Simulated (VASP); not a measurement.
Crystal: CdSe.

```
CELL_PARAMETERS angstrom
0.00000 2.87396 2.87396
2.87396 0.00000 2.87396
2.87396 2.87396 0.00000
ATOMIC_POSITIONS crystal
Cd 0.00000 0.00000 0.00000
Se 0.50000 0.50000 0.50000
```

```yaml
Program: VASP 6.6.1
Task: relaxation of cell and atoms
Functional: LDA
Potentials_or_basis: VASP PAW LDA potentials, release 64 (Cd, Se)
Cutoff: 600 eV
k_mesh: 8 × 8 × 8
Occupations: fermi-dirac, width 0.05 eV
Spin: no spin polarisation
```

At the start: pressure -5.6 GPa; volume 23.74 Å³/atom.

Problem. How do energy, volume and symmetry change on relaxing?

Solution. Over 3 steps the energy falls by 39.0 meV/atom and the volume is 21.71 Å³/atom (-8.5 %); space group Fm-3m (No. 225, to 0.1 Å) before and after.

The path:
```tsv
step	energy change (eV)	largest force (eV/Å)	pressure (GPa)	volume (Å³)
1	0.0000	0.0000	-5.65	47.48
2	-0.0651	0.0000	2.93	41.95
3	-0.0780	0.0000	-0.01	43.42
```

Final structure:
```
CELL_PARAMETERS angstrom
0.00000 2.78961 2.78961
2.78961 0.00000 2.78961
2.78961 2.78961 0.00000
ATOMIC_POSITIONS crystal
Cd 0.00000 0.00000 0.00000
Se 0.50000 0.50000 0.50000
```
